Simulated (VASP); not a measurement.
# Ni16H in VASP: single point with PBE+D3(BJ)

Aim: the single point of Ni16H with PBE+D3(BJ).

Everything below comes from runs of VASP 6.6.1. Logs are shortened: lines on timing, memory, paths and dates and some standing lists are left out, and cuts for length are marked.

## 1. The cell of the first run

The cell holds a slab with vacuum, 17 atoms: a = 4.919 Å, b = 4.919 Å, c = 25.024 Å, α = 90.00°, β = 90.00°, γ = 120.00°.

## 2. Single point, PBE+D3(BJ), collinear spin, ferromagnetic start

INCAR reads:

```
ALGO     = Normal         # electronic algorithm
DIPOL    = 0.5 0.5 0.469
EDIFF    = 1E-6           # SCF threshold, eV
ENCUT    = 520            # plane-wave cutoff, eV
GGA      = PE             # functional
IDIPOL   = 3            
ISIF     = 2              # what is computed and relaxed
ISMEAR   = 0              # smearing method
ISPIN    = 2              # spin polarisation
IVDW     = 12             # dispersion correction
KPAR     = 4            
LASPH    = T              # aspherical terms in the spheres
LCHARG   = F              # write CHGCAR
LDIPOL   = T            
LMAXMIX  = 4              # l up to which the mixer works
LORBIT   = 11             # projections on sites
LREAL    = Auto         
LWAVE    = F              # write WAVECAR
MAGMOM   = 0.75 0.75 0.75 0.75 0.81 0.81 0.81 0.81 0.81 0.81 0.81 0.81 0.75 0.75 0.75 0.75 1 # initial moments
NBANDS   = 98             # bands
NELM     = 150            # most SCF steps
PREC     = Accurate       # precision mode
SIGMA    = 0.1            # smearing width, eV
```

KPOINTS reads:

```
k-points
0
Gamma
  6 6 1
```

POSCAR reads:

```
Ni16H
1.0
    4.9188979658      0.0000000000      0.0000000000
   -2.4594489829      4.2598905970      0.0000000000
    0.0000000000      0.0000000000     25.0243950565
Ni H
16 1
Direct
    0.3333333333      0.1666666667      0.3396685506
    0.3333333333      0.6666666667      0.3396685506
    0.8333333333      0.1666666667      0.3396685506
    0.8333333333      0.6666666667      0.3396685506
    0.6666666667      0.3333333333      0.4199155129
    0.6666666667      0.8333333333      0.4199155129
    0.1666666667      0.3333333333      0.4199155129
    0.1666666667      0.8333333333      0.4199155129
    0.0000296924      0.4999703076      0.4998380028
    0.0000296924      0.0000593849      0.4998380028
    0.4999406151      0.4999703076      0.4998380028
    0.5000000000      0.0000000000      0.5006072675
    0.3345295454      0.6690590908      0.5809592700
    0.3345295454      0.1654704546      0.5809592700
    0.8333333333      0.6666666667      0.5795976524
    0.8309409092      0.1654704546      0.5809592700
    0.1666666667      0.3333333333      0.6175816656
```

Potentials or basis: VASP PAW PBE potentials, release 64 (Ni, H).

Run with:

```console
$ cat potpaw_PBE.64/Ni/POTCAR potpaw_PBE.64/H/POTCAR > POTCAR
$ mpirun -np 4 vasp_std > vasp.out
```

OUTCAR:

```text
EDIFF = 1E-6
   ENCUT = 520
   GGA = PE
   ISIF = 2
   ISMEAR = 0
   ISPIN = 2
   IVDW = 12
   LASPH = T
   LORBIT = 11
   LREAL = Auto
   NELM = 150
   PREC = Accurate
 IVDW          = 12

 ion  position               nearest neighbor table
   1  0.333  0.167  0.340-   2 2.46   4 2.46   2 2.46   4 2.46   3 2.46   3 2.46   7 2.46   8 2.46
                             5 2.46
   2  0.333  0.667  0.340-   1 2.46   3 2.46   1 2.46   3 2.46   4 2.46   4 2.46   8 2.46   7 2.46
                             6 2.46
   3  0.833  0.167  0.340-   2 2.46   4 2.46   4 2.46   2 2.46   1 2.46   1 2.46   5 2.46   6 2.46
                             7 2.46
   4  0.833  0.667  0.340-   1 2.46   3 2.46   3 2.46   1 2.46   2 2.46   2 2.46   6 2.46   5 2.46
                             8 2.46
   5  0.667  0.333  0.420-   9 2.45  11 2.45   6 2.46   8 2.46   6 2.46   8 2.46   7 2.46   7 2.46
                             3 2.46   4 2.46   1 2.46  12 2.47
   6  0.667  0.833  0.420-  11 2.45  10 2.45   5 2.46   7 2.46   5 2.46   7 2.46   8 2.46   8 2.46
                             4 2.46   3 2.46   2 2.46  12 2.47
   7  0.167  0.333  0.420-  10 2.45  11 2.45   9 2.45   8 2.46   6 2.46   8 2.46   6 2.46   5 2.46
                             5 2.46   1 2.46   2 2.46   3 2.46
   8  0.167  0.833  0.420-   9 2.45  10 2.45   5 2.46   7 2.46   7 2.46   5 2.46   6 2.46   6 2.46
                             2 2.46   1 2.46   4 2.46  12 2.47
   9  0.000  0.500  0.500-  15 2.45   7 2.45   8 2.45   5 2.45  10 2.46  11 2.46  12 2.46  12 2.46
                            10 2.46  11 2.46  16 2.48  13 2.48
  10  0.000  0.000  0.500-  15 2.45   7 2.45   6 2.45   8 2.45  11 2.46   9 2.46  12 2.46  12 2.46
                             9 2.46  11 2.46  16 2.48  14 2.48
  11  0.500  0.500  0.500-  15 2.45   7 2.45   6 2.45   5 2.45  10 2.46   9 2.46  12 2.46  12 2.46
                            10 2.46   9 2.46  13 2.48  14 2.48
  12  0.500  0.000  0.501-  13 2.46  14 2.46  16 2.46  11 2.46  10 2.46   9 2.46   9 2.46  11 2.46
                            10 2.46   5 2.47   8 2.47   6 2.47
  13  0.335  0.669  0.581-  17 1.70  16 2.44  14 2.44  12 2.46  15 2.46  15 2.46  14 2.48  16 2.48
                            11 2.48   9 2.48
  14  0.335  0.165  0.581-  17 1.70  13 2.44  16 2.44  12 2.46  15 2.46  15 2.46  13 2.48  16 2.48
                            11 2.48  10 2.48
  15  0.833  0.667  0.580-  10 2.45  11 2.45   9 2.45  16 2.46  13 2.46  14 2.46  14 2.46  16 2.46
                            13 2.46
  16  0.831  0.165  0.581-  17 1.70  13 2.44  14 2.44  12 2.46  15 2.46  15 2.46  13 2.48  14 2.48
                            10 2.48   9 2.48
  17  0.167  0.333  0.618-  14 1.70  13 1.70  16 1.70

  LATTYP: Found a hexagonal cell.
 ALAT       =     4.9188979658
 C/A-ratio  =     5.0873986878

  Lattice vectors:

 A1 = (   4.9188979658,   0.0000000000,   0.0000000000)
 A2 = (  -2.4594489829,   4.2598905970,   0.0000000000)
 A3 = (   0.0000000000,   0.0000000000,  25.0243950565)

Analysis of symmetry for initial positions (statically):
=====================================================================
 Subroutine PRICEL returns:
 Original cell was already a primitive cell.

 Routine SETGRP: Setting up the symmetry group for a
 hexagonal supercell.

 Subroutine GETGRP returns: Found  6 space group operations
 (whereof  2 operations were pure point group operations)
 out of a pool of 24 trial point group operations.

The static configuration has the point symmetry C_1h.
 The point group associated with its full space group is C_3v.

Analysis of symmetry for dynamics (positions and initial velocities):
=====================================================================
 Subroutine PRICEL returns:
 Original cell was already a primitive cell.

 Routine SETGRP: Setting up the symmetry group for a
 hexagonal supercell.

 Subroutine GETGRP returns: Found  6 space group operations
 (whereof  2 operations were pure point group operations)
 out of a pool of 24 trial point group operations.

The dynamic configuration has the point symmetry C_1h.
 The point group associated with its full space group is C_3v.

Analysis of structural, dynamic, and magnetic symmetry:
=====================================================================
 Subroutine PRICEL returns:
 Original cell was already a primitive cell.

 Routine SETGRP: Setting up the symmetry group for a
 hexagonal supercell.

 Subroutine GETGRP returns: Found  6 space group operations
 (whereof  2 operations were pure point group operations)
 out of a pool of 24 trial point group operations.

The overall configuration has the point symmetry C_1h.
 The point group associated with its full space group is C_3v.
[... 112 lines left out ...]
   LREAL  =      T    real-space projection
   EDIFFG = 0.1E-04   stopping-criterion for IOM
   NSW    =      0    number of steps for IOM
   IBRION =     -1    ionic relax: 0-MD 1-quasi-New 2-CG
   NFREE  =      0    steps in history (QN), initial steepest desc. (CG)
   ISIF   =      2    stress and relaxation
   ISYM   =      2    0-nonsym 1-usesym 2-fastsym
   POTIM  = 0.5000    time-step for ionic-motion
   TEBEG  =    0.0;   TEEND  =   0.0 temperature during run
   PSTRESS=    0.0 pullay stress
   NELECT =     161.0000    total number of electrons
   NUPDOWN=      -1.0000    fix difference up-down
   EMIN   =  10.00;   EMAX   =-10.00  energy-range for DOS
   EFERMI =   0.00;   METHOD = LEGACY
   ISMEAR =     0;   SIGMA  =   0.10  broadening in eV -4-tet -1-fermi 0-gaus
   EFERMI_NEDOS =   21; number of points for ismear=-14 and -15
   IALGO  =     38    algorithm
   IMIX   =      4    mixing-type and parameters
     AMIX     =   0.40;   BMIX     =  1.00
     AMIX_MAG =   1.60;   BMIX_MAG =  1.00
  volume/ion in A,a.u.               =      30.84       208.15
  Fermi-wavevector in a.u.,A,eV,Ry     =   1.104435  2.087080 16.596070  1.219777
  Thomas-Fermi vector in A             =   2.240908
   LORBIT       =     11    0 simple, 1 ext, 2 COOP (PROOUT), +10 PAW based schemes
   GGA     = PE    functional components
   LHFCALC =     F    Hartree Fock is set to
   AEXX    =    0.0000 exact exchange contribution
   IVDW    =    12    specifies the selected vdW correction
   LEPSILON=     F    determine dielectric tensor
   LRPA    =     F    only Hartree local field effects (RPA)
 spin polarized calculation
 Gauss-broadening in eV      SIGMA  =   0.10
  energy-cutoff  :      520.00
  volume of cell :      524.36
 maximum number of plane-waves:     14145
 NGX is ok and might be reduce to    40
   NGX = 19   NGY = 19   NGZ = 93

 number of electron     160.9999976 magnetization      10.0550494

 dipolmoment           0.000000      0.000000     -0.000226 electrons x Angstroem

 number of electron     160.9999976 magnetization       9.8570802

 dipolmoment           0.000000      0.000000      0.003496 electrons x Angstroem

 Free energy of the ion-electron system (eV)
  ---------------------------------------------------
  ext. energy  EPLUGINS =         0.00000000
  ---------------------------------------------------
  free energy    TOTEN  =       -86.42864995 eV

  energy without entropy =      -86.27642547  energy(sigma->0) =      -86.35253771

 E-fermi :  -0.2247     XC(G=0):  -5.1206

 val. band max:       -0.2265017356   @ k =   0.1667   0.1667   0.0000
 cond. band min:      -0.2226197738   @ k =   0.0000   0.0000   0.0000
 fundamental gap:      0.0038819618
 Fermi energy:        -0.2246772583

 spin component 1

 k-point     1 :       0.0000    0.0000    0.0000
  band No.  band energies     occupation
      1      -9.0395      1.00000
      2      -7.9240      1.00000
      3      -6.5666      1.00000
      4      -5.4480      1.00000
      5      -5.0309      1.00000
      6      -4.9731      1.00000
[... 654 lines left out ...]
     91       2.3041      0.00000
     92       2.3213      0.00000
 Fermi energy:        -0.2246772583

 spin component 2

 k-point     1 :       0.0000    0.0000    0.0000
  band No.  band energies     occupation
      1      -9.0692      1.00000
      2      -7.9361      1.00000
      3      -6.5080      1.00000
      4      -5.2007      1.00000
      5      -4.6151      1.00000
      6      -4.5320      1.00000
[... 654 lines left out ...]
     91       2.5750      0.00000
     92       2.6095      0.00000
 [bands above 92 left out]

------------------------ aborting loop because EDIFF is reached ----------------------------------------

 vacuum level on the upper side and lower side of the slab       (xc-potential included)         0.015        -0.008

 Edisp (eV)   -5.69555

 E8    (eV) :    -2.5457

  FORCE on cell =-STRESS in cart. coord.  units (eV):
  Direction    XX          YY          ZZ          XY          YZ          ZX
  --------------------------------------------------------------------------------------
  -------------------------------------------------------------------------------------
  Total      -4.17768    -4.17768    -0.27180     0.00000     0.00000     0.00000
  in kB     -12.76486   -12.76486    -0.83049     0.00000     0.00000     0.00000
  external pressure =       -8.79 kB  Pullay stress =        0.00 kB

 VOLUME and BASIS-vectors are now :
 -----------------------------------------------------------------------------
  energy-cutoff  :      520.00
  volume of cell :      524.36
      direct lattice vectors                 reciprocal lattice vectors
     4.918897966  0.000000000  0.000000000     0.203297569  0.117373906  0.000000000
    -2.459448983  4.259890597  0.000000000     0.000000000  0.234747813  0.000000000
     0.000000000  0.000000000 25.024395057     0.000000000  0.000000000  0.039961006

 POSITION                                       TOTAL-FORCE (eV/Angst)
 -----------------------------------------------------------------------------------
      1.22972      0.70998      8.50000         0.008112     -0.004683      0.028619
     -0.00000      2.83993      8.50000         0.000000      0.009367      0.028619
      3.68917      0.70998      8.50000        -0.008112     -0.004683      0.028619
      2.45945      2.83993      8.50000         0.000000      0.000000      0.009397
      2.45945      1.41996     10.50813        -0.000000     -0.024318     -0.026654
      1.22972      3.54991     10.50813        -0.021060      0.012159     -0.026654
[... 9 lines left out ...]
      3.68035      0.70489     14.53815        -0.003845     -0.002220     -0.005782
      0.00000      1.41996     15.45461         0.000000      0.000000      0.006684
 -----------------------------------------------------------------------------------
    total drift:                                0.000000      0.000001     -0.000159

  FREE ENERGIE OF THE ION-ELECTRON SYSTEM (eV)
  ---------------------------------------------------
  free  energy   TOTEN  =       -92.1241981442 eV

  energy  without entropy=      -91.9719736651  energy(sigma->0) =      -92.04808590

 vacuum level on the upper side and lower side of the slab         4.929         4.934

 total charge

# of ion       s       p       d       tot
------------------------------------------
    1        0.500   0.404   8.316   9.221
    2        0.500   0.404   8.316   9.221
    3        0.500   0.404   8.316   9.221
    4        0.501   0.405   8.314   9.219
    5        0.509   0.527   8.326   9.362
    6        0.509   0.527   8.326   9.362
[... 9 lines left out ...]
   16        0.494   0.463   8.344   9.301
   17        0.523   0.023   0.000   0.546
--------------------------------------------------
tot          8.576   7.637 133.236 149.449

 magnetization (x)

# of ion       s       p       d       tot
------------------------------------------
    1       -0.007  -0.025   0.672   0.640
    2       -0.007  -0.025   0.672   0.640
    3       -0.007  -0.025   0.672   0.640
    4       -0.007  -0.025   0.691   0.659
    5       -0.007  -0.026   0.713   0.680
    6       -0.007  -0.026   0.713   0.680
[... 9 lines left out ...]
   16       -0.007  -0.020   0.509   0.483
   17       -0.005  -0.000   0.000  -0.005
--------------------------------------------------
tot         -0.116  -0.383  10.544  10.045
```

Run time: 19 min. Hardware: 4 MPI ranks of Intel Xeon Platinum 8488C (Sapphire Rapids), shared host; peak memory 1.2 GiB.

Results:

```
Free energy                                           : -92.1242 eV
Largest force                                         : 0.036 eV/Å
Net moment                                            : 9.86 μB per cell
Site moments                                          : Ni +0.64, +0.66, +0.68, +0.67, +0.69, +0.59, +0.48 (each value once); H -0.01 μB
Valence electrons inside the program's atomic spheres : Ni 9.22, 9.36, 9.37, 9.30 (each value once); H 0.55
Dispersion energy per atom                            : -0.335 eV
```

Forces in eV/Å, atoms in the order of the input:
```
Ni   0.008 -0.005  0.029
Ni   0.000  0.009  0.029
Ni  -0.008 -0.005  0.029
Ni   0.000  0.000  0.009
Ni   0.000 -0.024 -0.027
Ni  -0.021  0.012 -0.027
Ni   0.000  0.000 -0.005
Ni   0.021  0.012 -0.027
Ni   0.002 -0.001  0.000
Ni   0.000  0.002  0.000
Ni  -0.002 -0.001  0.000
Ni   0.000  0.000 -0.003
Ni   0.000  0.004 -0.006
Ni   0.004 -0.002 -0.006
Ni   0.000  0.000  0.004
Ni  -0.004 -0.002 -0.006
H    0.000  0.000  0.007
```
